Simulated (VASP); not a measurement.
Runs of VASP 6.6.1 on Cr. The structure is that of space group Im-3m (No. 229), or close to it. The cells are those of the table. 

```tsv
cell	cutoff (eV)	gap on the mesh (eV)	pressure (GPa)	moment (μB)
a = 2.902, b = 2.902, c = 2.904 Å, 2 atoms	500	none	-6.3	0.00
a = 2.975, b = 2.975, c = 2.977 Å, 2 atoms	500	none	(a)	0.00
a = 2.939, b = 2.939, c = 2.941 Å, 2 atoms	500	none	-10.6	0.00
a = 2.745, b = 2.745, c = 2.747 Å, 2 atoms	520	none	34.8	0.00
```

Alike in all rows: task single point; level PBE; potentials or basis VASP PAW PBE potentials, release 64 (Cr_pv); spin collinear, antiferromagnetic start; k mesh 12 × 12 × 12; smearing fermi-dirac 0.05 eV.

**Question.** Estimate the missing entries.

**Answer.** (a) -13.7.

Caveats: the cell stands under tension (at least some runs); the antiferromagnetic order is the one typed at the start, and another may lie lower (at least some runs); an empty level that is flat over the whole mesh can mark a ghost state of the potentials, or a narrow d or f band (at least some runs); the cell stands under pressure (at least some runs); the moments typed at the start vanished in this run (at least some runs).

A gap of «none» marks levels without a gap at the run's occupations.
